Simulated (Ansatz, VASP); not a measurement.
Hf2Ti in VASP and in Ansatz

```
Hf Ti
1.0
     4.87185    0.00000    0.00000
    -2.43593    4.21915    0.00000
     0.00000    0.00000    2.98242
Hf Ti
2 1
Direct
  0.33333 0.66667 0.50000
  0.66667 0.33333 0.50000
  0.00000 0.00000 0.00000
```

Alike in both runs: functional PBE; k mesh 6 × 6 × 4; occupations gaussian, width 0.1 eV; no spin polarisation.

Ansatz relaxed the structure, and its values are those at the end. VASP's run is a single point on that final structure, the one shown.

```csv
,VASP,Ansatz
version,VASP 6.6.1,Ansatz 0.2.0
potentials or method,"VASP PAW PBE potentials, release 64 (Hf_pv, Ti_sv), cutoff 520 eV","scalar-relativistic, plane waves, PAW"
valence electrons in the cell,32,64
```

```csv
,VASP,Ansatz,Ansatz less VASP
gap on the k mesh at the Fermi level (eV),none,none,-
pressure (GPa),-0.1,0.2,+0.34
```

A gap of «none» marks a metal or a gap that the smearing closes. With one functional, cell and mesh, what is left measures potentials, basis and numerics. VASP's potentials hold 32 valence electrons a cell and Ansatz's 64, so a difference there can come from the potentials and not from the codes.

The k mesh is coarse, so the values compare programs but aren't converged. Spin-orbit coupling is off throughout.
